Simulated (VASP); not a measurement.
The system is CoO.

```
Co O
1.0
    -1.50800    1.50800    2.10725
     1.50800   -1.50800    2.10725
     1.50800    1.50800   -2.10725
Co O
1 1
Direct
  0.00000 0.00000 0.00000
  0.50000 0.50000 0.00000
```

Base run:

* Program: VASP 6.6.1
* Functional: LDA
* Potentials or basis: VASP PAW LDA potentials, release 64 (Co, O)
* Cutoff: 600 eV
* k mesh: 13 × 13 × 13
* Occupations: methfessel-paxton, width 0.15 eV
* Spin: collinear spin, ferromagnetic start
* Starting moments: [2.5, 0.0] μB
* Hubbard terms: Co d U = 2.0 eV

Its results: band gap on the k mesh zero (filled and empty bands overlap); pressure -16.5 GPa; net moment 3.00 μB per cell; site moments Co +2.65; O +0.30 μB.

Problem. The run is repeated on the same cell with these changes: hubbard terms from Co d U = 2.0 eV to Co d U = 6.0 eV. What comes out?

Solution. Band gap on the k mesh zero (filled and empty bands overlap); pressure -18.3 GPa; net moment 3.00 μB per cell; site moments Co +2.80; O +0.20 μB.

Caveats: a cell with one magnetic atom can't hold antiferromagnetic order, which such compounds often take; the stress differs along the axes, from -22 to -14 GPa (at least some runs); the stress differs along the axes, from -23 to -16 GPa (at least some runs).
